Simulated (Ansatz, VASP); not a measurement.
TiMoSe4 in VASP and in Ansatz

```
Ti Mo Se
1.0
     0.00000    3.89118    3.89118
     3.89118    0.00000    3.89118
     3.89118    3.89118    0.00000
Ti Mo Se
1 1 4
Direct
  0.00000 0.00000 0.00000
  0.75000 0.75000 0.75000
  0.87643 0.37452 0.37452
  0.37452 0.37452 0.37452
  0.37452 0.87643 0.37452
  0.37452 0.37452 0.87643
```

Change from the starting cell: species swapped into the LaInPt4 type (F-43m, No. 216).

Alike in both runs: functional PBE; k mesh 3 × 3 × 3; occupations gaussian, width 0.15 eV; collinear spin.

Ansatz relaxed the structure, and its values are those at the end. VASP's run is a single point on that final structure, the one shown.

|  | VASP | Ansatz |
| --- | --- | --- |
| version | VASP 6.6.1 | Ansatz 0.2.0 |
| potentials or method | VASP PAW PBE potentials, release 64 (Ti_sv, Mo_sv, Se), cutoff 520 eV | scalar-relativistic, plane waves, PAW |
| valence electrons in the cell | 50 | 90 |

```csv
,VASP,Ansatz,Ansatz less VASP
gap on the k mesh at the Fermi level (eV),none,none,-
pressure (GPa),0.2,0.1,-0.09
rms of the force components (eV/Å),0.033,0.032,-0.0004
net moment per atom (μB),0.17,0.17,+0.001
size of the moment on the site where the two differ most (μB),0.71,0.77,+0.057
```

Site moments also hang on the region over which each program counts them. A gap of «none» marks a metal or a gap that the smearing closes. VASP's potentials hold 50 valence electrons a cell and Ansatz's 90, so a difference there can come from the potentials and not from the codes. Ansatz's warnings: seeded moment not kept.

The k mesh is coarse, so the values compare programs but aren't converged.
